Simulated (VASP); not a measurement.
# C in VASP: notebook

Runs on C. Level: PBE. Tasks: single point, relaxation of cell and atoms.

Program: VASP 6.6.1. These are calculated values, not measurements. Logs are shortened: lines on timing, memory, paths and dates and some standing lists are left out, and cuts for length are marked.

## (1) The cell of the first run

The structure is cubic, space group Fd-3m (No. 227). Conventional cell: a = 3.571 Å, b = 3.571 Å, c = 3.571 Å, α = 90.00°, β = 90.00°, γ = 90.00°. C (site symmetry -43m) has 4 C at 1.55 Å within 2.1 Å.

## (2) Single point, PBE

INCAR

```
SYSTEM = C
PREC = Accurate ; ENCUT = 520
EDIFF = 1E-7 ; ISMEAR = 0
SIGMA = 0.1 ; LREAL = .FALSE.
LASPH = .TRUE. ; NELM = 100
ALGO = Normal ; ISIF = 2
LWAVE = .FALSE. ; LCHARG = .TRUE.
GGA = PE ; LELF = .TRUE.
LVHAR = .TRUE. ; NBANDS = 11
```

KPOINTS

```
regular mesh
0
G
  8 8 8
  0 0 0
```

POSCAR

```
C
1.0
    0.0000000000      1.7857213742      1.7857213742
    1.7857213742      0.0000000000      1.7857213742
    1.7857213742      1.7857213742      0.0000000000
C
2
Direct
    0.5000000000      0.5000000000      0.5000000000
    0.7500000000      0.7500000000      0.7500000000
```

Potentials or basis: VASP PAW PBE potentials, release 64 (C).

Launch:

```
$ cat potpaw_PBE.64/C/POTCAR > POTCAR
$ mpirun -np 1 vasp_std > vasp.out
```

OUTCAR:

```text
SYSTEM = C
   PREC = Accurate
   ENCUT = 520
   EDIFF = 1E-7
   ISMEAR = 0
   LREAL = .FALSE.
   LASPH = .TRUE.
   NELM = 100
   ISIF = 2
   GGA = PE

 ion  position               nearest neighbor table
   1  0.500  0.500  0.500-   2 1.55   2 1.55   2 1.55   2 1.55
   2  0.750  0.750  0.750-   1 1.55   1 1.55   1 1.55   1 1.55

  LATTYP: Found a face centered cubic cell.
 ALAT       =     3.5714427484

  Lattice vectors:

 A1 = (   0.0000000000,   1.7857213742,   1.7857213742)
 A2 = (   1.7857213742,   0.0000000000,   1.7857213742)
 A3 = (   1.7857213742,   1.7857213742,   0.0000000000)

Analysis of symmetry for initial positions (statically):
=====================================================================
 Subroutine PRICEL returns:
 Original cell was already a primitive cell.

 Routine SETGRP: Setting up the symmetry group for a
 face centered cubic supercell.

 Subroutine GETGRP returns: Found 48 space group operations
 (whereof 24 operations were pure point group operations)
 out of a pool of 48 trial point group operations.

The static configuration has the point symmetry T_d .
 The point group associated with its full space group is O_h .

Analysis of symmetry for dynamics (positions and initial velocities):
=====================================================================
 Subroutine PRICEL returns:
 Original cell was already a primitive cell.

 Routine SETGRP: Setting up the symmetry group for a
 face centered cubic supercell.

 Subroutine GETGRP returns: Found 48 space group operations
 (whereof 24 operations were pure point group operations)
 out of a pool of 48 trial point group operations.

The dynamic configuration has the point symmetry T_d .
 The point group associated with its full space group is O_h .

 Subroutine INISYM returns: Found 48 space group operations
 (whereof 24 operations are pure point group operations),
 and found     1 'primitive' translations

----------------------------------------------------------------------------------------

                                     Primitive cell

  volume of cell :      11.3886

  direct lattice vectors                    reciprocal lattice vectors
     0.000000000  1.785721374  1.785721374    -0.279998889  0.279998889  0.279998889
     1.785721374  0.000000000  1.785721374     0.279998889 -0.279998889  0.279998889
     1.785721374  1.785721374  0.000000000     0.279998889  0.279998889 -0.279998889

  length of vectors
     2.525391386  2.525391386  2.525391386     0.484972301  0.484972301  0.484972301

  position of ions in fractional coordinates (direct lattice)
     0.500000000  0.500000000  0.500000000
     0.750000000  0.750000000  0.750000000

  ion indices of the primitive-cell ions
   primitive index   ion index
                 1           1
                 2           2

----------------------------------------------------------------------------------------

 KPOINTS: regular mesh

Automatic generation of k-mesh.
 Grid dimensions read from file:
 generate k-points for:    8    8    8

 Generating k-lattice:

  Cartesian coordinates                     Fractional coordinates (reciprocal lattice)
    -0.034999861  0.034999861  0.034999861     0.125000000  0.000000000  0.000000000
     0.034999861 -0.034999861  0.034999861     0.000000000  0.125000000  0.000000000
     0.034999861  0.034999861 -0.034999861     0.000000000  0.000000000  0.125000000

  Length of vectors
     0.060621538  0.060621538  0.060621538

  Shift w.r.t. Gamma in fractional coordinates (k-lattice)
     0.000000000  0.000000000  0.000000000

 Subroutine IBZKPT returns following result:
 ===========================================

 Found     29 irreducible k-points:

 Following reciprocal coordinates:
            Coordinates               Weight
  0.000000  0.000000  0.000000      1.000000
  0.125000  0.000000  0.000000      8.000000
  0.250000  0.000000  0.000000      8.000000
  0.375000  0.000000  0.000000      8.000000
  0.500000  0.000000  0.000000      4.000000
  0.125000  0.125000  0.000000      6.000000
[... 16 lines left out ...]
  0.500000  0.250000  0.125000     48.000000
 -0.375000  0.250000  0.125000     24.000000
 [... further k-points ...]
   k-points           NKPTS =     29   k-points in BZ     NKDIM =     29   number of bands    NBANDS=     11
   number of dos      NEDOS =    301   number of ions     NIONS =      2
   total plane-waves  NPLWV =   8000
   dimension x,y,z NGX =    20 NGY =   20 NGZ =   20
   dimension x,y,z NGXF=    40 NGYF=   40 NGZF=   40
   ions per type =               2
   NGX,Y,Z   is equivalent  to a cutoff of  13.17, 13.17, 13.17 a.u.
   NGXF,Y,Z  is equivalent  to a cutoff of  26.33, 26.33, 26.33 a.u.
 SYSTEM =  C
   PREC   = accura    normal or accurate (medium, high low for compatibility)
   ISTART =      0    job   : 0-new  1-cont  2-samecut
   ICHARG =      2    charge: 1-file 2-atom 10-const
   ISPIN  =      1    spin polarized calculation?
   LNONCOLLINEAR =      F non collinear calculations
   LSORBIT =      F    spin-orbit coupling
   LASPH  =      T    aspherical Exc in radial PAW
   ENCUT  =  520.0 eV  38.22 Ry    6.18 a.u.   4.70  4.70  4.70*2*pi/ulx,y,z
   NELM   =    100;   NELMIN=  2; NELMDL= -5     # of ELM steps
   EDIFF  = 0.1E-06   stopping-criterion for ELM
   LREAL  =      F    real-space projection
   EDIFFG = 0.1E-05   stopping-criterion for IOM
   NSW    =      0    number of steps for IOM
   IBRION =     -1    ionic relax: 0-MD 1-quasi-New 2-CG
   NFREE  =      0    steps in history (QN), initial steepest desc. (CG)
   ISIF   =      2    stress and relaxation
   ISYM   =      2    0-nonsym 1-usesym 2-fastsym
   POTIM  = 0.5000    time-step for ionic-motion
   TEBEG  =    0.0;   TEEND  =   0.0 temperature during run
   PSTRESS=    0.0 pullay stress
   NELECT =       8.0000    total number of electrons
   NUPDOWN=      -1.0000    fix difference up-down
   EMIN   =  10.00;   EMAX   =-10.00  energy-range for DOS
   EFERMI =   0.00;   METHOD = LEGACY
   ISMEAR =     0;   SIGMA  =   0.10  broadening in eV -4-tet -1-fermi 0-gaus
   EFERMI_NEDOS =   21; number of points for ismear=-14 and -15
   IALGO  =     38    algorithm
   IMIX   =      4    mixing-type and parameters
     AMIX     =   0.40;   BMIX     =  1.00
     AMIX_MAG =   1.60;   BMIX_MAG =  1.00
  volume/ion in A,a.u.               =       5.69        38.43
  Fermi-wavevector in a.u.,A,eV,Ry     =   1.455284  2.750088 28.815125  2.117852
  Thomas-Fermi vector in A             =   2.572337
   LORBIT       =      0    0 simple, 1 ext, 2 COOP (PROOUT), +10 PAW based schemes
   GGA     = PE    functional components
   LHFCALC =     F    Hartree Fock is set to
   AEXX    =    0.0000 exact exchange contribution
   IVDW    =     0    specifies the selected vdW correction
   LEPSILON=     F    determine dielectric tensor
   LRPA    =     F    only Hartree local field effects (RPA)
 non-spin polarized calculation
 Gauss-broadening in eV      SIGMA  =   0.10
  energy-cutoff  :      520.00
  volume of cell :       11.39
 maximum number of plane-waves:       331
   NGX =  9   NGY =  9   NGZ =  9

 number of electron       7.9999999 magnetization

 Free energy of the ion-electron system (eV)
  ---------------------------------------------------
  ext. energy  EPLUGINS =         0.00000000
  ---------------------------------------------------
  free energy    TOTEN  =       -18.18498015 eV

  energy without entropy =      -18.18498015  energy(sigma->0) =      -18.18498015

 E-fermi :  10.1059     XC(G=0): -13.2309

 val. band max:        9.6732003392   @ k =   0.0000   0.0000   0.0000
 cond. band min:      13.7968537877   @ k =   0.3750   0.3750   0.0000
 fundamental gap:      4.1236534485
 Fermi energy:        10.1059381634

 k-point     1 :       0.0000    0.0000    0.0000
  band No.  band energies     occupation
      1     -11.7511      2.00000
      2       9.6732      2.00000
      3       9.6732      2.00000
      4       9.6732      2.00000
      5      15.2523      0.00000
      6      15.2523      0.00000
      7      15.2523      0.00000
      8      22.9147      0.00000
      9      28.9165      0.00000
     10      36.1641      0.00000
     11      36.1641      0.00000

 k-point     2 :       0.1250    0.0000    0.0000
  band No.  band energies     occupation
      1     -11.3199      2.00000
      2       7.2656      2.00000
      3       9.0237      2.00000
      4       9.0237      2.00000
      5      16.1073      0.00000
      6      16.1073      0.00000
      7      16.5287      0.00000
      8      23.2896      0.00000
      9      29.5666      0.00000
     10      33.1188      0.00000
     11      33.1188      0.00000

 k-point     3 :       0.2500    0.0000    0.0000
  band No.  band energies     occupation
      1     -10.0402      2.00000
      2       3.1008      2.00000
      3       7.9344      2.00000
      4       7.9344      2.00000
      5      17.4438      0.00000
      6      17.4438      0.00000
      7      17.7820      0.00000
      8      24.2458      0.00000
      9      30.3339      0.00000
     10      32.0377      0.00000
     11      32.0377      0.00000

 k-point     4 :       0.3750    0.0000    0.0000
  band No.  band energies     occupation
      1      -7.9807      2.00000
      2      -0.9690      2.00000
      3       7.1550      2.00000
      4       7.1550      2.00000
      5      18.0407      0.00000
      6      18.0407      0.00000
      7      18.3216      0.00000
      8      25.0946      0.00000
      9      30.7795      0.00000
     10      33.6363      0.00000
     11      33.6363      0.00000
[... 239 lines left out ...]
 k-point    22 :       0.3750    0.2500    0.1250
  band No.  band energies     occupation
      1      -8.9178      2.00000
      2       3.1786      2.00000
      3       4.1925      2.00000
      4       6.7958      2.00000
      5      16.2298      0.00000
      6      19.6857      0.00000
      7      21.2129      0.00000
      8      21.3869      0.00000
      9      30.2825      0.00000
     10      31.2088      0.00000
     11      35.3298      0.00000

 k-point    23 :       0.5000    0.2500    0.1250
  band No.  band energies     occupation
      1      -6.8986      2.00000
      2      -0.1458      2.00000
      3       3.4145      2.00000
      4       5.6075      2.00000
      5      17.6222      0.00000
      6      19.2831      0.00000
      7      22.0185      0.00000
      8      22.9800      0.00000
      9      29.8127      0.00000
     10      31.9288      0.00000
     11      35.7646      0.00000

 k-point    24 :      -0.3750    0.2500    0.1250
  band No.  band energies     occupation
      1      -4.9888      2.00000
      2      -2.6508      2.00000
      3       3.3785      2.00000
      4       5.0042      2.00000
      5      17.9595      0.00000
      6      19.0879      0.00000
      7      22.6735      0.00000
      8      24.4931      0.00000
      9      27.9645      0.00000
     10      33.5180      0.00000
     11      35.9541      0.00000

 [... further k-points ...]
[... 5 lines left out ...]
  --------------------------------------------------------------------------------------
  -------------------------------------------------------------------------------------
  Total        0.0510233      0.0510233      0.0510233      0.0000000      0.0000000     -0.0000000
  in kB        7.1780717      7.1780717      7.1780717      0.0000000      0.0000000     -0.0000000
  external PRESSURE =       7.1780717 kB  Pullay stress =       0.0000000 kB

 VOLUME and BASIS-vectors are now :
 -----------------------------------------------------------------------------
  energy-cutoff  :      520.00
  volume of cell :       11.39
      direct lattice vectors                 reciprocal lattice vectors
     0.000000000  1.785721374  1.785721374    -0.279998889  0.279998889  0.279998889
     1.785721374  0.000000000  1.785721374     0.279998889 -0.279998889  0.279998889
     1.785721374  1.785721374  0.000000000     0.279998889  0.279998889 -0.279998889

 POSITION                                       TOTAL-FORCE (eV/Angst)
 -----------------------------------------------------------------------------------
      1.78572      1.78572      1.78572         0.000000      0.000000      0.000000
      2.67858      2.67858      2.67858        -0.000000     -0.000000     -0.000000
 -----------------------------------------------------------------------------------
    total drift:                                0.000000     -0.000000      0.000000

  FREE ENERGIE OF THE ION-ELECTRON SYSTEM (eV)
  ---------------------------------------------------
  free  energy   TOTEN  =       -18.1849801525 eV

  energy  without entropy=      -18.1849801524  energy(sigma->0) =      -18.18498015
```

Run time: 2.7 s. Hardware: 1 thread of AMD EPYC 9R45 (Zen 5), shared host; peak memory 0.08 GiB.

What came out:

```
Free energy            : -18.1850 eV
Pressure               : 0.7 GPa
Band gap on the k mesh : 4.12 eV, indirect (least direct gap 5.58 eV)
```

## (3) Single point, PBE

INCAR

```
SYSTEM = C
  PREC = Accurate
  ENCUT = 520
  EDIFF = 1E-7
  ISMEAR = 0
  SIGMA = 0.02
  LREAL = .FALSE.
  LASPH = .TRUE.
  NELM = 100
  ALGO = Normal
  ISIF = 2
  LWAVE = .FALSE.
  LCHARG = .TRUE.
  GGA = PE
  LELF = .TRUE.
  LVHAR = .TRUE.
  NBANDS = 11
```

KPOINTS

```
Automatic mesh
0
G
  12 12 12
  0 0 0
```

POSCAR

```
C
1.0
    0.0000000000      1.7857666464      1.7857666464
    1.7857666464      0.0000000000      1.7857666464
    1.7857666464      1.7857666464      0.0000000000
C
2
Direct
    0.5000000000      0.5000000000      0.5000000000
    0.7500000000      0.7500000000      0.7500000000
```

Potentials or basis: VASP PAW PBE potentials, release 64 (C).

Launch:

```
$ cat potpaw_PBE.64/C/POTCAR > POTCAR
$ mpirun -np 1 vasp_std > vasp.out
```

Wall time 5.1 s (1 thread of AMD EPYC 9R45 (Zen 5), shared host); peak memory 0.09 GiB.

It converged, with:

* Free energy: -18.1858 eV
* Pressure: 0.7 GPa
* Band gap on the k mesh: 4.14 eV, indirect (least direct gap 5.58 eV)

Levels at points of the mesh, in eV from the valence-band top:
```csv
k point,band 2,band 3,band 4,band 5,band 6,band 7
"(0.00, 0.00, 0.00)",0.00,0.00,0.00,5.58,5.58,5.58
"(0.50, 0.00, 0.00)",-13.33,-2.79,-2.79,8.44,8.44,8.79
"(0.50, 0.50, 0.00)",-12.73,-6.27,-6.27,4.75,4.75,16.75
```

## (4) Relaxation of cell and atoms, PBE

INCAR

```
SYSTEM = C
  PREC = Accurate
  ENCUT = 600
  EDIFF = 1E-7
  ISMEAR = 0
  SIGMA = 0.02
  LREAL = .False.
  LASPH = .True.
  NELM = 100
  ALGO = Normal
  ISIF = 3
  LWAVE = .False.
  LCHARG = .False.
  GGA = PE
  IBRION = 2
  NSW = 100
  EDIFFG = -0.01
```

KPOINTS

```
regular mesh
0
Gamma
  12 12 12
  0 0 0
```

POSCAR

```
C
1.0
    0.0000000000      1.7857213742      1.7857213742
    1.7857213742      0.0000000000      1.7857213742
    1.7857213742      1.7857213742      0.0000000000
C
2
Direct
    0.5000000000      0.5000000000      0.5000000000
    0.7500000000      0.7500000000      0.7500000000
```

Launch:

```
$ cat potpaw_PBE.64/C/POTCAR > POTCAR
$ mpirun -np 1 vasp_std > vasp.out
```

Wall time 4.2 s (1 thread of AMD EPYC 9R45 (Zen 5), shared host); peak memory 0.09 GiB.

Results (log left out):

- Free energy: -18.1905 eV
- Pressure after relaxing: 0.0 GPa
- Band gap on the k mesh: 4.14 eV, indirect (least direct gap 5.58 eV)

Final structure:
```
C
1.0
     0.00000    1.78572    1.78572
     1.78572    0.00000    1.78572
     1.78572    1.78572    0.00000
C
2
Direct
  0.50000 0.50000 0.50000
  0.75000 0.75000 0.75000
```

Levels at points of the mesh, in eV from the valence-band top:
```csv
k point,band 1,band 2,band 3,band 4,band 5,band 6,band 7,band 8
"(0.00, 0.00, 0.00)",-21.42,0.00,0.00,0.00,5.58,5.58,5.58,13.24
"(0.50, 0.00, 0.00)",-15.67,-13.33,-2.79,-2.79,8.44,8.44,8.79,15.66
"(0.50, 0.50, 0.00)",-12.74,-12.74,-6.27,-6.27,4.75,4.75,16.74,16.74
```

Caveat: the relaxation stopped at its first step, so nothing moved. A k mesh can miss the band edges.

## (5) Single point, PBE

This run uses another cell than the first one: it holds 4 atoms, not 2.

INCAR

```
SYSTEM = C
PREC = Accurate
ENCUT = 520
EDIFF = 1E-6
ISMEAR = 0
SIGMA = 0.2
LREAL = .FALSE.
LASPH = .TRUE.
NELM = 80
ALGO = Normal
ISIF = 2
LWAVE = .FALSE.
LCHARG = .FALSE.
GGA = PE
NBANDS = 16
```

KPOINTS

```
Automatic mesh
0
G
  10 10 10
  0 0 0
```

POSCAR

```
C
1.0
   -2.5253015223      0.0042025319     -0.0024609425
   -1.2660967910     -0.9108277508      1.9862424930
   -1.2591936909      3.4454314619      2.3823638498
C
4
Direct
    0.4374991789      0.1875010026      0.4374985980
   -0.0624966221      0.6874984601      0.9374995773
    0.5625021991      0.3124996330      0.0625007316
    1.0624952441      0.8125009043      0.5625010931
```

Launch:

```
$ cat potpaw_PBE.64/C/POTCAR > POTCAR
$ mpirun -np 1 vasp_std > vasp.out
```

Run time: 45 s. Hardware: 1 thread of AMD EPYC 9R45 (Zen 5), shared host; peak memory 0.16 GiB.

The run converged. Its results:

```
Free energy            : -36.3715 eV
Pressure               : 0.7 GPa
Band gap on the k mesh : 4.16 eV
```

Levels at points of the mesh, in eV from the valence-band top:
```tsv
k point	band 4	band 5	band 6	band 7	band 8	band 9	band 10	band 11	band 12	band 13
(0.00, 0.00, 0.00)	-2.79	-2.79	0.00	0.00	0.00	5.58	5.58	5.58	8.44	8.44
(0.50, 0.00, 0.00)	-10.76	-6.72	-6.72	-4.86	-4.86	6.07	6.07	11.40	11.40	12.77
(0.00, 0.50, 0.00)	-10.76	-6.72	-6.72	-4.86	-4.86	6.07	6.07	11.40	11.40	12.77
(0.50, 0.50, 0.00)	-12.74	-6.27	-6.27	-2.79	-2.79	4.75	4.75	8.44	8.44	8.79
(0.00, 0.00, 0.50)	-6.57	-1.74	-1.74	-1.74	-1.74	7.77	7.77	7.77	7.77	8.11
(0.00, 0.50, 0.50)	-12.74	-6.27	-6.27	-2.79	-2.79	4.75	4.75	8.44	8.44	8.79
```

A k mesh can miss the band edges. Expect the measured gap to be larger: semilocal functionals such as PBE lack the derivative discontinuity.

## (6) The runs side by side

| task | cell | k mesh | cutoff (eV) | smearing | gap on the mesh (eV) | pressure (GPa) |
| --- | --- | --- | --- | --- | --- | --- |
| single point | a = 2.525 Å, angles 60.0°, 2 atoms | 8 × 8 × 8 | 520 | gaussian 0.1 eV | 4.12 | 0.7 |
| single point | a = 2.525 Å, angles 60.0°, 2 atoms | 12 × 12 × 12 | 520 | gaussian 0.02 eV | 4.14 | 0.7 |
| relaxation of cell and atoms | relaxed from a = 2.525 Å, angles 60.0°, 2 atoms | 12 × 12 × 12 | 600 | gaussian 0.02 eV | 4.14 | 0.0 |
| single point | a = 2.525, b = 2.525, c = 4.374 Å, angles 73.2, 73.2, 60.0°, 4 atoms | 10 × 10 × 10 | 520 | gaussian 0.2 eV | 4.16 | 0.7 |

Alike in all rows: level PBE; potentials or basis VASP PAW PBE potentials, release 64 (C); no spin polarisation.

Caveats: the relaxation stopped at its first step, so nothing moved (some runs).

Total energies depend on the potentials used, so only differences within one code and one set of settings carry meaning.
